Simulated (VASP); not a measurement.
# TeAs2 (I4_1/amd) in VASP: further runs

TeAs2 is run at these levels: PBE; tasks: single point.

All numbers are computed with VASP 6.6.1; they aren't measurements. Logs are shortened: lines on timing, memory, paths and dates and some standing lists are left out, and cuts for length are marked.

## Step 1: The cell of the first run

It takes space group I4_1/amd (No. 141, tetragonal). The conventional cell has a = 7.113 Å, b = 7.113 Å, c = 5.881 Å, α = 90.00°, β = 90.00°, γ = 90.00°. Within 3.7 Å of Te (site symmetry -4m2) lie 4 As at 2.83 Å. As (site symmetry 2/m) has 2 Te at 2.83 Å and 6 As at 2.91 to 3.56 Å within 3.7 Å.

## Step 2: Single point, PBE

The input, INCAR:

```
SYSTEM = TeAs2
PREC = Accurate
ENCUT = 520
EDIFF = 1E-6
ISMEAR = 0
SIGMA = 0.1
LREAL = .False.
LASPH = .True.
NELM = 60
ALGO = Normal
ISIF = 2
LWAVE = .False.
LCHARG = .False.
GGA = PE
NBANDS = 25
```

The input, KPOINTS:

```
Automatic mesh
0
Gamma
  1 1 1
  0 0 0
```

The input, POSCAR:

```
TeAs2
1.0
   -3.5564540000      3.5564540000      2.9405160000
    3.5564540000     -3.5564540000      2.9405160000
    3.5564540000      3.5564540000     -2.9405160000
Te As
2 4
Direct
    0.7500000000      0.2500000000      0.5000000000
    0.0000000000      0.0000000000      0.0000000000
    0.3750000000      0.6250000000      0.2500000000
    0.3750000000      0.1250000000      0.7500000000
    0.3750000000      0.6250000000      0.7500000000
    0.8750000000      0.6250000000      0.2500000000
```

Potentials or basis: VASP PAW PBE potentials, release 64 (Te, As).

Launch:

```sh
$ cat potpaw_PBE.64/Te/POTCAR potpaw_PBE.64/As/POTCAR > POTCAR
$ mpirun -np 1 vasp_gam > vasp.out
```

OUTCAR:

```text
SYSTEM = TeAs2
   PREC = Accurate
   ENCUT = 520
   EDIFF = 1E-6
   ISMEAR = 0
   LREAL = .False.
   LASPH = .True.
   NELM = 60
   ISIF = 2
   GGA = PE

 ion  position               nearest neighbor table
   1  0.750  0.250  0.500-   4 2.83   6 2.83   5 2.83   3 2.83
   2  0.000  0.000  0.000-   4 2.83   6 2.83   3 2.83   5 2.83
   3  0.375  0.625  0.250-   1 2.83   2 2.83   6 2.91   5 2.91   5 2.91   6 2.91
   4  0.375  0.125  0.750-   1 2.83   2 2.83   5 2.91   6 2.91   5 2.91   6 2.91
   5  0.375  0.625  0.750-   2 2.83   1 2.83   4 2.91   3 2.91   4 2.91   3 2.91
   6  0.875  0.625  0.250-   1 2.83   2 2.83   3 2.91   4 2.91   3 2.91   4 2.91

  LATTYP: Found a body centered tetragonal cell.
 ALAT       =     7.1129080000
 C/A-ratio  =     0.8268112001

  Lattice vectors:

 A1 = (  -3.5564540000,   3.5564540000,   2.9405160000)
 A2 = (   3.5564540000,  -3.5564540000,   2.9405160000)
 A3 = (   3.5564540000,   3.5564540000,  -2.9405160000)

Analysis of symmetry for initial positions (statically):
=====================================================================
 Subroutine PRICEL returns:
 Original cell was already a primitive cell.

 Routine SETGRP: Setting up the symmetry group for a
 body centered tetragonal supercell.

 Subroutine GETGRP returns: Found 16 space group operations
 (whereof  8 operations were pure point group operations)
 out of a pool of 16 trial point group operations.

The static configuration has the point symmetry D_2d.
 The point group associated with its full space group is D_4h.

Analysis of symmetry for dynamics (positions and initial velocities):
=====================================================================
 Subroutine PRICEL returns:
 Original cell was already a primitive cell.

 Routine SETGRP: Setting up the symmetry group for a
 body centered tetragonal supercell.

 Subroutine GETGRP returns: Found 16 space group operations
 (whereof  8 operations were pure point group operations)
 out of a pool of 16 trial point group operations.

The dynamic configuration has the point symmetry D_2d.
 The point group associated with its full space group is D_4h.

 Subroutine INISYM returns: Found 16 space group operations
 (whereof  8 operations are pure point group operations),
 and found     1 'primitive' translations

[... 70 lines left out ...]
   ISTART =      0    job   : 0-new  1-cont  2-samecut
   ICHARG =      2    charge: 1-file 2-atom 10-const
   ISPIN  =      1    spin polarized calculation?
   LNONCOLLINEAR =      F non collinear calculations
   LSORBIT =      F    spin-orbit coupling
   LASPH  =      T    aspherical Exc in radial PAW
   ENCUT  =  520.0 eV  38.22 Ry    6.18 a.u.  10.83 10.83 10.83*2*pi/ulx,y,z
   NELM   =     60;   NELMIN=  2; NELMDL= -5     # of ELM steps
   EDIFF  = 0.1E-05   stopping-criterion for ELM
   LREAL  =      F    real-space projection
[... 7 lines left out ...]
   TEBEG  =    0.0;   TEEND  =   0.0 temperature during run
   PSTRESS=    0.0 pullay stress
   NELECT =      32.0000    total number of electrons
   NUPDOWN=      -1.0000    fix difference up-down
   EMIN   =  10.00;   EMAX   =-10.00  energy-range for DOS
   EFERMI =   0.00;   METHOD = LEGACY
   ISMEAR =     0;   SIGMA  =   0.10  broadening in eV -4-tet -1-fermi 0-gaus
   EFERMI_NEDOS =   21; number of points for ismear=-14 and -15
   IALGO  =     38    algorithm
   IMIX   =      4    mixing-type and parameters
     AMIX     =   0.40;   BMIX     =  1.00
     AMIX_MAG =   1.60;   BMIX_MAG =  1.00
  volume/ion in A,a.u.               =      24.80       167.33
  Fermi-wavevector in a.u.,A,eV,Ry     =   0.980887  1.853607 13.090692  0.962139
  Thomas-Fermi vector in A             =   2.111851
   LORBIT       =      0    0 simple, 1 ext, 2 COOP (PROOUT), +10 PAW based schemes
   GGA     = PE    functional components
   LHFCALC =     F    Hartree Fock is set to
   AEXX    =    0.0000 exact exchange contribution
   IVDW    =     0    specifies the selected vdW correction
   LEPSILON=     F    determine dielectric tensor
   LRPA    =     F    only Hartree local field effects (RPA)
 non-spin polarized calculation
 Gauss-broadening in eV      SIGMA  =   0.10
  energy-cutoff  :      520.00
  volume of cell :      148.77
 maximum number of plane-waves:      2008
 NGX is ok and might be reduce to    42
   NGX = 21   NGY = 21   NGZ = 21

 number of electron      31.9999998 magnetization

 Free energy of the ion-electron system (eV)
  ---------------------------------------------------
  ext. energy  EPLUGINS =         0.00000000
  ---------------------------------------------------
  free energy    TOTEN  =       -34.24836887 eV

  energy without entropy =      -34.24836887  energy(sigma->0) =      -34.24836887

 E-fermi :   5.5216     XC(G=0):  -9.9190

 val. band max:        5.0330386044   @ k =   0.0000   0.0000   0.0000
 cond. band min:       7.1292416835   @ k =   0.0000   0.0000   0.0000
 fundamental gap:      2.0962030792
 Fermi energy:         5.5216141774

 k-point     1 :       0.0000    0.0000    0.0000
  band No.  band energies     occupation
      1      -8.5043      2.00000
      2      -5.0685      2.00000
      3      -4.9021      2.00000
      4      -4.9021      2.00000
      5      -3.7663      2.00000
      6      -3.5457      2.00000
[... 17 lines left out ...]
     24      10.3635      0.00000
     25      10.9597      0.00000

------------------------ aborting loop because EDIFF is reached ----------------------------------------

  FORCE on cell =-STRESS in cart. coord.  units (eV):
  Direction    XX          YY          ZZ          XY          YZ          ZX
  --------------------------------------------------------------------------------------
  -------------------------------------------------------------------------------------
  Total      -11.4645155    -11.4645155    -19.5702001      0.0000000     -0.0000000      0.0000000
  in kB     -123.4662786   -123.4662786   -210.7598690      0.0000000     -0.0000000      0.0000000
  external PRESSURE =    -152.5641420 kB  Pullay stress =       0.0000000 kB

 VOLUME and BASIS-vectors are now :
 -----------------------------------------------------------------------------
  energy-cutoff  :      520.00
  volume of cell :      148.77
      direct lattice vectors                 reciprocal lattice vectors
    -3.556454000  3.556454000  2.940516000     0.000000000  0.140589475  0.170038184
     3.556454000 -3.556454000  2.940516000     0.140589475  0.000000000  0.170038184
     3.556454000  3.556454000 -2.940516000     0.140589475  0.140589475  0.000000000

 POSITION                                       TOTAL-FORCE (eV/Angst)
 -----------------------------------------------------------------------------------
      0.00000      3.55645      1.47026        -0.000000      0.000000      0.000000
      0.00000      0.00000      0.00000         0.000000     -0.000000     -0.000000
      1.77823     -0.00000      2.20539         0.000000     -0.000000      0.000000
      1.77823      3.55645     -0.73513         0.000000     -0.000000      0.000000
      3.55645      1.77823      0.73513         0.000000     -0.000000      0.000000
     -0.00000      1.77823      3.67564         0.000000     -0.000000      0.000000
 -----------------------------------------------------------------------------------
    total drift:                                0.000000     -0.000000      0.000000

  FREE ENERGIE OF THE ION-ELECTRON SYSTEM (eV)
  ---------------------------------------------------
  free  energy   TOTEN  =       -34.2483688728 eV

  energy  without entropy=      -34.2483688728  energy(sigma->0) =      -34.24836887
```

stdout:

```text
POSCAR found type information on POSCAR TeAs
 POSCAR found :  2 types and       6 ions
 scaLAPACK will be used
 LDA part: xc-table for (Slater+PW92), standard interpolation
 POSCAR, INCAR and KPOINTS ok, starting setup
 FFT: planning ... GRIDC
 FFT: planning ... GRID_SOFT
 FFT: planning ... GRID
 WAVECAR not read
 entering main loop
```

It took 11 s on 1 thread of Intel Xeon 6975P-C (Granite Rapids), shared host; peak memory 0.29 GiB.

Results:

| Item | Value |
| --- | --- |
| Free energy | -34.2484 eV |
| Pressure | -15.3 GPa |

Stress tensor (GPa, compression positive):
```
-12.35   0.00   0.00
  0.00 -12.35   0.00
  0.00   0.00 -21.08
```

Caveat: the k points lie up to 1.39 Å⁻¹ apart, too coarse for converged energies, forces and pressures; spin-orbit coupling is left out, which moves the levels of the heavy elements.

## Step 3: Single point, PBE

The input, INCAR:

```
SYSTEM = TeAs2
PREC     = Accurate       ! precision mode
ENCUT    = 520            ! plane-wave cutoff, eV
EDIFF    = 1E-6           ! SCF threshold, eV
ISMEAR   = 0              ! smearing method
SIGMA    = 0.1            ! smearing width, eV
LREAL    = .FALSE.        ! projectors in reciprocal space
LASPH    = .TRUE.         ! aspherical terms in the spheres
NELM     = 60             ! most SCF steps
ALGO     = Normal         ! electronic algorithm
ISIF     = 2              ! what is computed and relaxed
LWAVE    = .FALSE.        ! write WAVECAR
LCHARG   = .FALSE.        ! write CHGCAR
GGA      = PE             ! functional
NBANDS   = 25             ! bands
```

The input, KPOINTS:

```
regular mesh
0
G
  2 2 2
  0 0 0
```

POSCAR is that of step 2.

Potentials or basis: VASP PAW PBE potentials, release 64 (Te, As).

Launch:

```sh
$ cat potpaw_PBE.64/Te/POTCAR potpaw_PBE.64/As/POTCAR > POTCAR
$ mpirun -np 1 vasp_std > vasp.out
```

OUTCAR:

```text
SYSTEM = TeAs2
   PREC = Accurate
   ENCUT = 520
   EDIFF = 1E-6
   ISMEAR = 0
   LREAL = .FALSE.
   LASPH = .TRUE.
   NELM = 60
   ISIF = 2
   GGA = PE

 ion  position               nearest neighbor table
   1  0.750  0.250  0.500-   4 2.83   6 2.83   5 2.83   3 2.83
   2  0.000  0.000  0.000-   4 2.83   6 2.83   3 2.83   5 2.83
   3  0.375  0.625  0.250-   1 2.83   2 2.83   6 2.91   5 2.91   5 2.91   6 2.91
   4  0.375  0.125  0.750-   1 2.83   2 2.83   5 2.91   6 2.91   5 2.91   6 2.91
   5  0.375  0.625  0.750-   2 2.83   1 2.83   4 2.91   3 2.91   4 2.91   3 2.91
   6  0.875  0.625  0.250-   1 2.83   2 2.83   3 2.91   4 2.91   3 2.91   4 2.91

  LATTYP: Found a body centered tetragonal cell.
 ALAT       =     7.1129080000
 C/A-ratio  =     0.8268112001

  Lattice vectors:

 A1 = (  -3.5564540000,   3.5564540000,   2.9405160000)
 A2 = (   3.5564540000,  -3.5564540000,   2.9405160000)
 A3 = (   3.5564540000,   3.5564540000,  -2.9405160000)

Analysis of symmetry for initial positions (statically):
=====================================================================
 Subroutine PRICEL returns:
[... 164 lines left out ...]
 cond. band min:       5.6026204398   @ k =   0.5000   0.0000   0.0000
 fundamental gap:      0.1285176473
 Fermi energy:         5.5172185144

 k-point     1 :       0.0000    0.0000    0.0000
  band No.  band energies     occupation
      1      -8.3291      2.00000
      2      -5.4100      2.00000
      3      -4.4020      2.00000
      4      -4.4020      2.00000
      5      -3.8052      2.00000
      6      -3.1227      2.00000
[... 101 lines left out ...]
     24       9.1401      0.00000
     25      11.8866      0.00000

------------------------ aborting loop because EDIFF is reached ----------------------------------------

  FORCE on cell =-STRESS in cart. coord.  units (eV):
  Direction    XX          YY          ZZ          XY          YZ          ZX
  --------------------------------------------------------------------------------------
  -------------------------------------------------------------------------------------
  Total        0.6719574      0.6719574     -3.6333438      0.0000000     -0.0000000      0.0000000
  in kB        7.2365970      7.2365970    -39.1290358      0.0000000     -0.0000000      0.0000000
  external PRESSURE =      -8.2186139 kB  Pullay stress =       0.0000000 kB

 VOLUME and BASIS-vectors are now :
 -----------------------------------------------------------------------------
  energy-cutoff  :      520.00
  volume of cell :      148.77
      direct lattice vectors                 reciprocal lattice vectors
    -3.556454000  3.556454000  2.940516000     0.000000000  0.140589475  0.170038184
     3.556454000 -3.556454000  2.940516000     0.140589475  0.000000000  0.170038184
     3.556454000  3.556454000 -2.940516000     0.140589475  0.140589475  0.000000000

 POSITION                                       TOTAL-FORCE (eV/Angst)
 -----------------------------------------------------------------------------------
      0.00000      3.55645      1.47026        -0.000000      0.000000     -0.000000
      0.00000      0.00000      0.00000         0.000000     -0.000000     -0.000000
      1.77823     -0.00000      2.20539        -0.000000      0.000000      0.000000
      1.77823      3.55645     -0.73513        -0.000000      0.000000      0.000000
      3.55645      1.77823      0.73513        -0.000000      0.000000      0.000000
     -0.00000      1.77823      3.67564        -0.000000      0.000000      0.000000
 -----------------------------------------------------------------------------------
    total drift:                                0.000000     -0.000000      0.000000

  FREE ENERGIE OF THE ION-ELECTRON SYSTEM (eV)
  ---------------------------------------------------
  free  energy   TOTEN  =       -22.0028030784 eV

  energy  without entropy=      -21.9300464734  energy(sigma->0) =      -21.96642478
```

OSZICAR:

```text
N       E                     dE             d eps       ncg     rms          rms(c)
DAV:   1     0.121798930927E+03    0.12180E+03   -0.11917E+04   200   0.106E+03
DAV:   2    -0.132403708412E+02   -0.13504E+03   -0.12738E+03   237   0.158E+02
DAV:   3    -0.220906085950E+02   -0.88502E+01   -0.85035E+01   255   0.413E+01
DAV:   4    -0.222222505143E+02   -0.13164E+00   -0.13087E+00   246   0.576E+00
DAV:   5    -0.222244617425E+02   -0.22112E-02   -0.22078E-02   255   0.808E-01    0.866E+00
DAV:   6    -0.220063885182E+02    0.21807E+00   -0.35640E-01   233   0.325E+00    0.478E+00
DAV:   7    -0.220035087720E+02    0.28797E-02   -0.72534E-02   230   0.142E+00    0.320E+00
DAV:   8    -0.220035992787E+02   -0.90507E-04   -0.26371E-02   229   0.733E-01    0.380E-01
DAV:   9    -0.220027570101E+02    0.84227E-03   -0.16488E-03   214   0.227E-01    0.257E-01
DAV:  10    -0.220028159631E+02   -0.58953E-04   -0.74908E-04   221   0.124E-01    0.411E-02
DAV:  11    -0.220028048716E+02    0.11092E-04   -0.21703E-05   248   0.230E-02    0.583E-02
DAV:  12    -0.220028031008E+02    0.17708E-05   -0.43839E-06   221   0.104E-02    0.111E-02
DAV:  13    -0.220028030784E+02    0.22328E-07   -0.85237E-07   106   0.382E-03
   1 F= -.22002803E+02 E0= -.21966425E+02  d E =-.727566E-01
```

stdout:

```text
POSCAR found type information on POSCAR TeAs
 POSCAR found :  2 types and       6 ions
 scaLAPACK will be used
 LDA part: xc-table for (Slater+PW92), standard interpolation
 POSCAR, INCAR and KPOINTS ok, starting setup
 FFT: planning ... GRIDC
 FFT: planning ... GRID_SOFT
 FFT: planning ... GRID
 WAVECAR not read
 entering main loop
```

It took 16 s on 1 thread of Intel Xeon 6975P-C (Granite Rapids), shared host; peak memory 0.31 GiB.

Results:

* Free energy: -22.0028 eV
* Pressure: -0.8 GPa
* Band gap on the k mesh: zero (bands 16 and 17 overlap by 0.42 eV)

Caveat: the k points lie up to 0.69 Å⁻¹ apart; spin-orbit coupling is left out, which moves the levels of the heavy elements.

[end of part 1 of 2]

The gap in the log of VASP goes by the Fermi energy; the results here count the filled bands.